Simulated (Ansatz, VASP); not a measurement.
**One calculation of Pt, two programs**

```xyz
8
Lattice="5.5169 0.0000 0.0000 -2.7584 4.7778 0.0000 0.0000 0.0000 4.7829" Properties=species:S:1:pos:R:3 pbc="T T T"
Pt    1.3792    0.7963    3.5872
Pt    0.0000    3.1852    3.5872
Pt    4.1377    0.7963    3.5872
Pt    2.7584    3.1852    3.5872
Pt    0.0000    1.5926    1.1957
Pt   -1.3792    3.9815    1.1957
Pt    2.7584    1.5926    1.1957
Pt    1.3792    3.9815    1.1957
```

Alike in both runs: task single point; functional PBE; k mesh 6 × 6 × 6; occupations gaussian, width 0.1 eV; no spin polarisation.

|  | VASP | Ansatz |
| --- | --- | --- |
| version | VASP 6.6.1 | Ansatz 0.2.0 |
| potentials or method | VASP PAW PBE potentials, release 64 (Pt), cutoff 500 eV | scalar-relativistic, plane waves, PAW |
| valence electrons in the cell | 80 | 144 |

Ansatz gave:

- gap on the k mesh at the Fermi level (eV): none
- pressure (GPa): 0.0
- traceless stress, the component that is largest in VASP (GPa): -0.11

**Question.** Estimate VASP's values.

**Answer.** gap on the k mesh at the Fermi level (eV): none; pressure (GPa): -0.4; traceless stress, the component that is largest in VASP (GPa): -0.22.

A gap of «none» marks a metal or a gap that the smearing closes. VASP's potentials hold 80 valence electrons a cell and Ansatz's 144, so a difference there can come from the potentials and not from the codes.

Neither program's run includes spin-orbit coupling.
